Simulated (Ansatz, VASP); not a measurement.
One calculation of Si2Ni, two programs

INCAR

```
PREC     = Accurate       # precision mode
ENCUT    = 520            # plane-wave cutoff, eV
EDIFF    = 1E-7           # SCF threshold, eV
ISMEAR   = 0              # smearing method
SIGMA    = 0.15           # smearing width, eV
LREAL    = False          # projectors in reciprocal space
LASPH    = True           # aspherical terms in the spheres
NELM     = 100            # most SCF steps
ALGO     = Normal         # electronic algorithm
ISIF     = 2              # what is computed and relaxed
LWAVE    = False          # write WAVECAR
LCHARG   = False          # write CHGCAR
GGA      = PE             # functional
NBANDS   = 16             # bands
```

The input KPOINTS:

```
regular mesh
0
Gamma
  16 16 16
```

POSCAR

```
Si2Ni
1.0
    0.0000000000      2.8051152926      2.8051152926
    2.8051152926      0.0000000000      2.8051152926
    2.8051152926      2.8051152926      0.0000000000
Si Ni
2 1
Direct
    0.2500000000      0.2500000000      0.2500000000
    0.7500000000      0.7500000000      0.7500000000
    0.0000000000      0.0000000000      0.0000000000
```

Input for Ansatz:

```yaml
crystal:
  lattice:
    - [0.0, 2.8051152926, 2.8051152926]
    - [2.8051152926, 0.0, 2.8051152926]
    - [2.8051152926, 2.8051152926, 0.0]
  atoms:
    - { symbol: Si, position: [0.25, 0.25, 0.25] }
    - { symbol: Si, position: [0.75, 0.75, 0.75] }
    - { symbol: Ni, position: [0.0, 0.0, 0.0] }
basis:
  ecutwfc: 420
kpoints:
  mp_grid: { grid: [16, 16, 16] }
hamiltonian:
  xc: pbe
scf:
  occupations: { method: gaussian, width: 0.15 }
output:
  forces: true
  stress: true
  eigenvalues: true
```

Change from the starting cell: strain +0.030 along x and y, +0.030 along z, atoms carried along.

Alike in both runs: task single point; functional PBE; k mesh 16 × 16 × 16; occupations gaussian, width 0.15 eV; no spin polarisation.

|  | VASP | Ansatz |
| --- | --- | --- |
| version | VASP 6.6.1 | Ansatz 0.2.0 |
| potentials or method | VASP PAW PBE potentials, release 64 (Si, Ni), cutoff 520 eV | scalar-relativistic, plane waves, PAW |
| valence electrons in the cell | 18 | 26 |

|  | VASP | Ansatz | Ansatz less VASP |
| --- | --- | --- | --- |
| gap on the k mesh at the Fermi level (eV) | none | none | - |
| pressure (GPa) | -10.4 | -10.5 | -0.06 |

A gap of «none» marks a metal or a gap that the smearing closes. VASP's potentials hold 18 valence electrons a cell and Ansatz's 26, so a difference there can come from the potentials and not from the codes.
